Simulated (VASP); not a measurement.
Input of a VASP 6.6.1 run:

The input INCAR:

```
SYSTEM = AlSn
PREC = Accurate
ENCUT = 520
EDIFF = 1E-6
ISMEAR = 0
SIGMA = 0.016
LREAL = .False.
LASPH = .True.
NELM = 100
ALGO = Normal
ISIF = 2
LWAVE = .False.
LCHARG = .True.
GGA = PE
LELF = .True.
LVHAR = .True.
NBANDS = 16
```

File KPOINTS:

```
regular mesh
0
Gamma
  7 7 8
  0 0 0
```

POSCAR

```
AlSn
1.0
    4.1981056157      0.0000000000      0.0000000000
   -2.0990528078      3.6356661109      0.0000000000
    0.0000000000      0.0000000000      3.3068470000
Sn Al
1 1
Direct
    0.3333333333      0.6666666667      0.5000000000
    0.0000000000      0.0000000000      0.0000000000
```

Potentials or basis: VASP PAW PBE potentials, release 64 (Sn_d, Al).

Command:

```console
$ cat potpaw_PBE.64/Sn_d/POTCAR potpaw_PBE.64/Al/POTCAR > POTCAR
$ mpirun -np 1 vasp_std > vasp.out
```

What does it give for the band gap on the k mesh?

Zero (an odd number of electrons rules out a gap without spin polarisation).

What does it give for the pressure?

0.2 GPa.

Stress tensor (GPa, compression positive):
```
-0.04  0.00  0.00
 0.00 -0.04  0.00
 0.00  0.00  0.77
```

Caveat: spin-orbit coupling is left out, which moves the levels of the heavy elements.
